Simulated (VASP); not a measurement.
C, 8 atoms in the cell. The cell holds a slab with vacuum, 8 atoms: a = 5.004 Å, b = 5.004 Å, c = 21.483 Å, α = 90.00°, β = 90.00°, γ = 120.00°. 

```yaml
Program: VASP 6.6.1
Task: single point
Functional: PBEsol
Dispersion: D4
Potentials_or_basis: VASP PAW PBE potentials, release 64 (C)
Cutoff: 520 eV
k_mesh: 9 × 9 × 1
Occupations: gaussian, width 0.04 eV
Spin: no spin polarisation
Dipole_correction: yes
Further_INCAR_settings: ALGO = Normal; EDIFF = 1e-06; NBANDS = 26; NELMDL = -8
```

Potentials or basis: VASP PAW PBE potentials, release 64 (C).

Launch:

```sh
$ cat potpaw_PBE.64/C/POTCAR > POTCAR
$ mpirun -np 1 vasp_std > vasp.out
```

Hardware: 1 thread of AMD EPYC 7R43 64-Core Processor (Zen 3), on a shared host.

**Question.** How long does it take, and how much memory?

**Answer.** Run time: 3.8 min on 1 thread of AMD EPYC 7R43 64-Core Processor (Zen 3) (shared host), peak memory 0.57 GiB. Counts: scf iterations 23, k points 12.
